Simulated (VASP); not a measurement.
Crystal: KF.

```
CELL_PARAMETERS angstrom
0.00000 2.71033 2.71033
2.71033 0.00000 2.71033
2.71033 2.71033 0.00000
ATOMIC_POSITIONS crystal
K 0.00000 0.00000 0.00000
F 0.50000 0.50000 0.50000
```

| Quantity | Value |
| --- | --- |
| Program | VASP 6.6.1 |
| Task | relaxation of cell and atoms |
| Functional | PBEsol |
| Potentials or basis | VASP PAW PBE potentials, release 64 (K_sv, F) |
| Cutoff | 600 eV |
| k mesh | 8 × 8 × 8 |
| Occupations | fermi-dirac, width 0.02 eV |
| Spin | no spin polarisation |

At the start: pressure -1.8 GPa; volume 19.91 Å³/atom.

How do energy, volume and symmetry change on relaxing?

Over 4 steps the energy falls by 7.4 meV/atom and the volume is 18.68 Å³/atom (-6.2 %); space group Fm-3m (No. 225, to 0.05 Å).

Step by step:
| step | energy change (eV) | largest force (eV/Å) | pressure (GPa) | volume (Å³) |
| --- | --- | --- | --- | --- |
| 1 | 0.0000 | 0.0000 | -1.80 | 39.82 |
| 2 | -0.0111 | 0.0000 | -0.96 | 38.54 |
| 3 | -0.0147 | 0.0000 | -0.11 | 37.50 |
| 4 | -0.0148 | 0.0000 | 0.00 | 37.37 |

Final structure:
```yaml
crystal:
  lattice:
    - [0.00000, 2.65351, 2.65351]
    - [2.65351, 0.00000, 2.65351]
    - [2.65351, 2.65351, 0.00000]
  atoms:
    - { symbol: K, position: [0.00000, 0.00000, 0.00000] }
    - { symbol: F, position: [0.50000, 0.50000, 0.50000] }
```

Caveat: the PAW data sets were made with another functional, which shifts forces and pressure a little.
